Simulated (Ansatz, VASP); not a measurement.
## TiS2: VASP beside Ansatz

```
Ti S
1.0
     3.36108    0.00000    0.00000
    -1.68054    2.91078    0.00000
     0.00000    0.00000    5.52385
Ti S
1 2
Direct
  0.00000 0.00000 0.00000
  0.33333 0.66667 0.25849
  0.66667 0.33333 0.74151
```

Alike in both runs: functional PBE; dispersion D3(BJ); k mesh 18 × 18 × 8; occupations gaussian, width 0.1 eV; no spin polarisation.

Ansatz relaxed the structure, and its values are those at the end. VASP's run is a single point on that final structure, the one shown.

```csv
,VASP,Ansatz
version,VASP 6.6.1,Ansatz 0.2.0
potentials or method,"VASP PAW PBE potentials, release 64 (Ti_sv, S), cutoff 500 eV","scalar-relativistic, plane waves, PAW"
valence electrons in the cell,24,24
```

|  | VASP | Ansatz | Ansatz less VASP |
| --- | --- | --- | --- |
| gap on the k mesh at the Fermi level (eV) | none | none | - |
| pressure (GPa) | 0.0 | 0.0 | +0.02 |

A gap of «none» marks a metal or a gap that the smearing closes. Ansatz's warnings: structure snapped to symmetry.
